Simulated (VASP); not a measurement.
# HgTe (F-43m) in VASP: notebook

The runs below take HgTe through single point, with PBE.

All numbers are computed with VASP 6.6.1; they aren't measurements. Logs are shortened: lines on timing, memory, paths and dates and some standing lists are left out, and cuts for length are marked.

### Step 1. The cell of the first run

It takes space group F-43m (No. 216, cubic). Conventional cell: a = 6.518 Å, b = 6.518 Å, c = 6.518 Å, α = 90.00°, β = 90.00°, γ = 90.00°. Within 3.7 Å of Hg (site symmetry -43m) lie 4 Te at 2.82 Å. Within 3.7 Å of Te (site symmetry -43m) lie 4 Hg at 2.82 Å.

### Step 2. Single point, PBE (34.61 Å³/atom)

Input file INCAR:

```
PREC = Accurate
ENCUT = 500
EDIFF = 1E-6
ISMEAR = -1
SIGMA = 0.02
LREAL = F
LASPH = T
NELM = 120
ALGO = Normal
ISIF = 2
LWAVE = F
LCHARG = F
GGA = PE
NBANDS = 16
GGA_COMPAT = F
```

Input file KPOINTS:

```
regular mesh
0
Gamma
  6 6 6
```

Input file POSCAR:

```
HgTe
1.0
    0.0000000000      3.2589408577      3.2589408577
    3.2589408577      0.0000000000      3.2589408577
    3.2589408577      3.2589408577      0.0000000000
Hg Te
1 1
Direct
    0.0000000000      0.0000000000      0.0000000000
    0.2500000000      0.2500000000      0.2500000000
```

Potentials or basis: VASP PAW PBE potentials, release 64 (Hg, Te).

Launch:

```sh
> cat potpaw_PBE.64/Hg/POTCAR potpaw_PBE.64/Te/POTCAR > POTCAR
> mpirun -np 1 vasp_std > vasp.out
```

OUTCAR:

```text
PREC = Accurate
   ENCUT = 500
   EDIFF = 1E-6
   ISMEAR = -1
   LREAL = F
   LASPH = T
   NELM = 120
   ISIF = 2
   GGA = PE

 ion  position               nearest neighbor table
   1  0.000  0.000  0.000-   2 2.82   2 2.82   2 2.82   2 2.82
   2  0.250  0.250  0.250-   1 2.82   1 2.82   1 2.82   1 2.82

  LATTYP: Found a face centered cubic cell.
 ALAT       =     6.5178817154

  Lattice vectors:

 A1 = (   0.0000000000,   3.2589408577,   3.2589408577)
 A2 = (   3.2589408577,   0.0000000000,   3.2589408577)
 A3 = (   3.2589408577,   3.2589408577,   0.0000000000)

Analysis of symmetry for initial positions (statically):
=====================================================================
 Subroutine PRICEL returns:
 Original cell was already a primitive cell.

 Routine SETGRP: Setting up the symmetry group for a
 face centered cubic supercell.

 Subroutine GETGRP returns: Found 24 space group operations
 (whereof 24 operations were pure point group operations)
 out of a pool of 48 trial point group operations.

The static configuration has the point symmetry T_d .

Analysis of symmetry for dynamics (positions and initial velocities):
=====================================================================
 Subroutine PRICEL returns:
 Original cell was already a primitive cell.

 Routine SETGRP: Setting up the symmetry group for a
 face centered cubic supercell.

 Subroutine GETGRP returns: Found 24 space group operations
 (whereof 24 operations were pure point group operations)
 out of a pool of 48 trial point group operations.

The dynamic configuration has the point symmetry T_d .

 Subroutine INISYM returns: Found 24 space group operations
 (whereof 24 operations are pure point group operations),
 and found     1 'primitive' translations

----------------------------------------------------------------------------------------

                                     Primitive cell

  volume of cell :      69.2244

  direct lattice vectors                    reciprocal lattice vectors
     0.000000000  3.258940858  3.258940858    -0.153424079  0.153424079  0.153424079
     3.258940858  0.000000000  3.258940858     0.153424079 -0.153424079  0.153424079
     3.258940858  3.258940858  0.000000000     0.153424079  0.153424079 -0.153424079

  length of vectors
     4.608838360  4.608838360  4.608838360     0.265738300  0.265738300  0.265738300

  position of ions in fractional coordinates (direct lattice)
     0.000000000  0.000000000  0.000000000
     0.250000000  0.250000000  0.250000000

  ion indices of the primitive-cell ions
   primitive index   ion index
                 1           1
                 2           2

----------------------------------------------------------------------------------------

 KPOINTS: regular mesh

Automatic generation of k-mesh.
 Grid dimensions read from file:
 generate k-points for:    6    6    6

 Generating k-lattice:

  Cartesian coordinates                     Fractional coordinates (reciprocal lattice)
    -0.025570680  0.025570680  0.025570680     0.166666667  0.000000000  0.000000000
     0.025570680 -0.025570680  0.025570680     0.000000000  0.166666667  0.000000000
     0.025570680  0.025570680 -0.025570680     0.000000000  0.000000000  0.166666667

  Length of vectors
     0.044289717  0.044289717  0.044289717

  Shift w.r.t. Gamma in fractional coordinates (k-lattice)
     0.000000000  0.000000000  0.000000000

 Subroutine IBZKPT returns following result:
 ===========================================

 Found     16 irreducible k-points:

 Following reciprocal coordinates:
            Coordinates               Weight
  0.000000  0.000000  0.000000      1.000000
  0.166667  0.000000  0.000000      8.000000
  0.333333  0.000000  0.000000      8.000000
  0.500000  0.000000  0.000000      4.000000
  0.166667  0.166667  0.000000      6.000000
  0.333333  0.166667  0.000000     24.000000
[... 8 lines left out ...]
 -0.333333  0.333333  0.166667     24.000000
 -0.333333  0.500000  0.166667     12.000000
   k-points           NKPTS =     16   k-points in BZ     NKDIM =     16   number of bands    NBANDS=     16
   number of dos      NEDOS =    301   number of ions     NIONS =      2
   total plane-waves  NPLWV =  46656
   dimension x,y,z NGX =    36 NGY =   36 NGZ =   36
   dimension x,y,z NGXF=    72 NGYF=   72 NGZF=   72
   ions per type =               1   1
   NGX,Y,Z   is equivalent  to a cutoff of  12.99, 12.99, 12.99 a.u.
   NGXF,Y,Z  is equivalent  to a cutoff of  25.97, 25.97, 25.97 a.u.
 SYSTEM =  unknown system
   PREC   = accura    normal or accurate (medium, high low for compatibility)
   ISTART =      0    job   : 0-new  1-cont  2-samecut
   ICHARG =      2    charge: 1-file 2-atom 10-const
   ISPIN  =      1    spin polarized calculation?
   LNONCOLLINEAR =      F non collinear calculations
   LSORBIT =      F    spin-orbit coupling
   LASPH  =      T    aspherical Exc in radial PAW
   ENCUT  =  500.0 eV  36.75 Ry    6.06 a.u.   8.40  8.40  8.40*2*pi/ulx,y,z
   NELM   =    120;   NELMIN=  2; NELMDL= -5     # of ELM steps
   EDIFF  = 0.1E-05   stopping-criterion for ELM
   LREAL  =      F    real-space projection
   EDIFFG = 0.1E-04   stopping-criterion for IOM
   NSW    =      0    number of steps for IOM
   IBRION =     -1    ionic relax: 0-MD 1-quasi-New 2-CG
   NFREE  =      0    steps in history (QN), initial steepest desc. (CG)
   ISIF   =      2    stress and relaxation
   ISYM   =      2    0-nonsym 1-usesym 2-fastsym
   POTIM  = 0.5000    time-step for ionic-motion
   TEBEG  =    0.0;   TEEND  =   0.0 temperature during run
   PSTRESS=    0.0 pullay stress
   NELECT =      18.0000    total number of electrons
   NUPDOWN=      -1.0000    fix difference up-down
   EMIN   =  10.00;   EMAX   =-10.00  energy-range for DOS
   EFERMI =   0.00;   METHOD = LEGACY
   ISMEAR =    -1;   SIGMA  =   0.02  broadening in eV -4-tet -1-fermi 0-gaus
   EFERMI_NEDOS =   21; number of points for ismear=-14 and -15
   IALGO  =     38    algorithm
   IMIX   =      4    mixing-type and parameters
     AMIX     =   0.40;   BMIX     =  1.00
     AMIX_MAG =   1.60;   BMIX_MAG =  1.00
  volume/ion in A,a.u.               =      34.61       233.57
  Fermi-wavevector in a.u.,A,eV,Ry     =   1.044911  1.974595 14.855364  1.091838
  Thomas-Fermi vector in A             =   2.179684
   LORBIT       =      0    0 simple, 1 ext, 2 COOP (PROOUT), +10 PAW based schemes
   GGA     = PE    functional components
   LHFCALC =     F    Hartree Fock is set to
   AEXX    =    0.0000 exact exchange contribution
   IVDW    =     0    specifies the selected vdW correction
   LEPSILON=     F    determine dielectric tensor
   LRPA    =     F    only Hartree local field effects (RPA)
 non-spin polarized calculation
  energy-cutoff  :      500.00
  volume of cell :       69.22
 maximum number of plane-waves:      1807
 NGX is ok and might be reduce to    36
   NGX = 17   NGY = 17   NGZ = 17

 number of electron      18.0000002 magnetization

 Free energy of the ion-electron system (eV)
  ---------------------------------------------------
  ext. energy  EPLUGINS =         0.00000000
  ---------------------------------------------------
  free energy    TOTEN  =        -3.60685913 eV

  energy without entropy =       -3.60650548  energy(sigma->0) =       -3.60668231

 E-fermi :   2.8548     XC(G=0):  -8.6274

 val. band max:        2.8409796259   @ k =   0.0000   0.0000   0.0000
 cond. band min:       3.5440499305   @ k =   0.5000   0.0000   0.0000
 fundamental gap:      0.7030703047
 Fermi energy:         2.8548428020

 k-point     1 :       0.0000    0.0000    0.0000
  band No.  band energies     occupation
      1      -8.9686      2.00000
      2      -4.3741      2.00000
      3      -4.3741      2.00000
      4      -4.3741      2.00000
      5      -3.8747      2.00000
      6      -3.8747      2.00000
[... 8 lines left out ...]
     15      12.3557      0.00000
     16      12.3557      0.00000

 k-point     2 :       0.1667    0.0000    0.0000
  band No.  band energies     occupation
      1      -8.8424      2.00000
      2      -4.3400      2.00000
      3      -4.3400      2.00000
      4      -4.3170      2.00000
      5      -3.8772      2.00000
      6      -3.8772      2.00000
[... 8 lines left out ...]
     15      11.4080      0.00000
     16      11.4080      0.00000

 k-point     3 :       0.3333    0.0000    0.0000
  band No.  band energies     occupation
      1      -8.5721      2.00000
      2      -4.2807      2.00000
      3      -4.2807      2.00000
      4      -4.0344      2.00000
      5      -3.8685      2.00000
      6      -3.8685      2.00000
[... 8 lines left out ...]
     15      11.7068      0.00000
     16      11.7068      0.00000

 k-point     4 :       0.5000    0.0000    0.0000
  band No.  band energies     occupation
      1      -8.4273      2.00000
      2      -4.2576      2.00000
      3      -4.2576      2.00000
      4      -3.8549      2.00000
      5      -3.8549      2.00000
      6      -3.5847      2.00000
[... 8 lines left out ...]
     15      12.8565      0.00000
     16      12.8565      0.00000
[... 172 lines left out ...]
 k-point    14 :       0.5000    0.3333    0.1667
  band No.  band energies     occupation
      1      -8.3856      2.00000
      2      -4.2112      2.00000
      3      -4.1862      2.00000
      4      -4.0126      2.00000
      5      -3.8518      2.00000
      6      -3.7297      2.00000
[... 8 lines left out ...]
     15      13.0287      0.00000
     16      13.9165      0.00000

 k-point    15 :      -0.3333    0.3333    0.1667
  band No.  band energies     occupation
      1      -8.2876      2.00000
      2      -4.1887      2.00000
      3      -4.1565      2.00000
      4      -3.9204      2.00000
      5      -3.8826      2.00000
      6      -3.4331      2.00000
[... 8 lines left out ...]
     15      13.1426      0.00000
     16      13.7819      0.00000

 k-point    16 :      -0.3333    0.5000    0.1667
  band No.  band energies     occupation
      1      -8.2389      2.00000
      2      -4.1667      2.00000
      3      -4.1059      2.00000
      4      -3.9856      2.00000
      5      -3.8576      2.00000
      6      -3.3326      2.00000
[... 8 lines left out ...]
     15      13.6449      0.00000
     16      13.9145      0.00000

------------------------ aborting loop because EDIFF is reached ----------------------------------------

  FORCE on cell =-STRESS in cart. coord.  units (eV):
  Direction    XX          YY          ZZ          XY          YZ          ZX
  --------------------------------------------------------------------------------------
  -------------------------------------------------------------------------------------
  Total        1.1015362      1.1015362      1.1015362      0.0000000      0.0000000     -0.0000000
  in kB       25.4947014     25.4947014     25.4947014      0.0000000      0.0000000     -0.0000000
  external PRESSURE =      25.4947014 kB  Pullay stress =       0.0000000 kB

 VOLUME and BASIS-vectors are now :
 -----------------------------------------------------------------------------
  energy-cutoff  :      500.00
  volume of cell :       69.22
      direct lattice vectors                 reciprocal lattice vectors
     0.000000000  3.258940858  3.258940858    -0.153424079  0.153424079  0.153424079
     3.258940858  0.000000000  3.258940858     0.153424079 -0.153424079  0.153424079
     3.258940858  3.258940858  0.000000000     0.153424079  0.153424079 -0.153424079

 POSITION                                       TOTAL-FORCE (eV/Angst)
 -----------------------------------------------------------------------------------
      0.00000      0.00000      0.00000         0.000000     -0.000000      0.000000
      1.62947      1.62947      1.62947        -0.000000      0.000000     -0.000000
 -----------------------------------------------------------------------------------
    total drift:                               -0.000000     -0.000000     -0.000000

  FREE ENERGIE OF THE ION-ELECTRON SYSTEM (eV)
  ---------------------------------------------------
  free  energy   TOTEN  =        -3.6068591275 eV

  energy  without entropy=       -3.6065054844  energy(sigma->0) =       -3.60668231
```

Wall time 13 s (1 thread of AMD EPYC 9R45 (Zen 5), shared host); peak memory 0.17 GiB.

What came out:

```
Free energy            : -3.6069 eV
Pressure               : 2.5 GPa
Band gap on the k mesh : zero (filled and empty bands touch)
```

Levels at points of the mesh, in eV from the Fermi level:
```tsv
k point	band 5	band 6	band 7	band 8	band 9	band 10	band 11	band 12	band 13	band 14
(0.00, 0.00, 0.00)	-6.73	-6.73	-0.80	-0.01	-0.01	-0.01	4.26	4.26	4.26	6.48
(0.50, 0.00, 0.00)	-6.71	-6.44	-5.34	-0.95	-0.95	0.69	5.04	5.04	6.85	7.83
(0.50, 0.50, 0.00)	-6.67	-6.30	-5.32	-2.18	-2.18	1.89	2.54	8.12	8.74	8.74
```

Caveat: semilocal functionals underestimate gaps, so a narrow gap can read as zero; spin-orbit coupling is left out, which moves the levels of the heavy elements.

### Step 3. Single point, PBE (35.72 Å³/atom)

This run uses another cell than the first one, of 35.72 Å³/atom.

Input file INCAR:

```
SYSTEM = HgTe
ALGO = Normal ; EDIFF = 1E-6
ENCUT = 500 ; GGA = PE
GGA_COMPAT = .FALSE. ; ISIF = 2
ISMEAR = -1 ; LASPH = .TRUE.
LCHARG = .FALSE. ; LREAL = .FALSE.
LWAVE = .FALSE. ; NBANDS = 16
NELM = 120 ; PREC = Accurate
SIGMA = 0.02
```

Input file KPOINTS:

```
k-points
0
G
  6 6 6
  0 0 0
```

Input file POSCAR:

```
HgTe
1.0
    0.0000000000      3.2932480195      3.2932480195
    3.2932480195      0.0000000000      3.2932480195
    3.2932480195      3.2932480195      0.0000000000
Hg Te
1 1
Direct
    0.0000000000      0.0000000000      0.0000000000
    0.2500000000      0.2500000000      0.2500000000
```

Potentials or basis: VASP PAW PBE potentials, release 64 (Hg, Te).

Launch:

```sh
> cat potpaw_PBE.64/Hg/POTCAR potpaw_PBE.64/Te/POTCAR > POTCAR
> mpirun -np 1 vasp_std > vasp.out
```

It took 13 s on 1 thread of AMD EPYC 9R45 (Zen 5), shared host; peak memory 0.18 GiB.

It converged, with:

```yaml
Free_energy: -3.6328 eV
Pressure: 1.2 GPa
Band_gap_on_the_k_mesh: zero (filled and empty bands touch)
```

Levels at points of the mesh, in eV from the Fermi level:
| k point | band 6 | band 7 | band 8 | band 9 | band 10 | band 11 | band 12 | band 13 |
| --- | --- | --- | --- | --- | --- | --- | --- | --- |
| (0.00, 0.00, 0.00) | -6.59 | -0.87 | -0.01 | -0.01 | -0.01 | 4.31 | 4.31 | 4.31 |
| (0.50, 0.00, 0.00) | -6.32 | -5.14 | -0.89 | -0.89 | 0.69 | 5.07 | 5.07 | 6.83 |
| (0.50, 0.50, 0.00) | -6.20 | -5.15 | -2.05 | -2.05 | 1.90 | 2.62 | 8.01 | 8.61 |

Caveat: semilocal functionals underestimate gaps, so a narrow gap can read as zero; spin-orbit coupling is left out, which moves the levels of the heavy elements.
